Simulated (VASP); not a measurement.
Here is a VASP 6.6.1 calculation.

Contents of INCAR:

```
SYSTEM = Ti
PREC = Accurate
ENCUT = 520
EDIFF = 1E-6
ISMEAR = -1
SIGMA = 0.08
LREAL = .FALSE.
LASPH = .TRUE.
NELM = 100
ALGO = Normal
ISIF = 2
LWAVE = .FALSE.
LCHARG = .FALSE.
GGA = PS
NBANDS = 19
```

The input KPOINTS:

```
regular mesh
0
G
  13 13 7
  0 0 0
```

POSCAR

```
Ti
1.0
    2.9499978604      0.0000000000      0.0000000000
   -1.4749989302      2.5547730882      0.0000000000
    0.0000000000      0.0000000000      4.6391400000
Ti
2
Direct
    0.3333333333      0.6666666667      0.2500000000
    0.6666666667      0.3333333333      0.7500000000
```

Potentials or basis: VASP PAW PBE potentials, release 64 (Ti_sv).

The run is started by

```sh
$ cat potpaw_PBE.64/Ti_sv/POTCAR > POTCAR
$ mpirun -np 1 vasp_std > vasp.out
```

Predict the pressure.

-5.0 GPa.

What does it give for the band gap on the k mesh?

Zero (band 12 reaches 8.90 eV, above the bottom of band 13 at 7.80 eV).

Stress tensor (GPa, compression positive):
```
-5.17  0.00  0.00
 0.00 -5.17  0.00
 0.00  0.00 -4.58
```

Caveat: the cell differs from its parent crystal (zz strain of -1 %); the PAW data sets were made with another functional, which shifts forces and pressure a little.
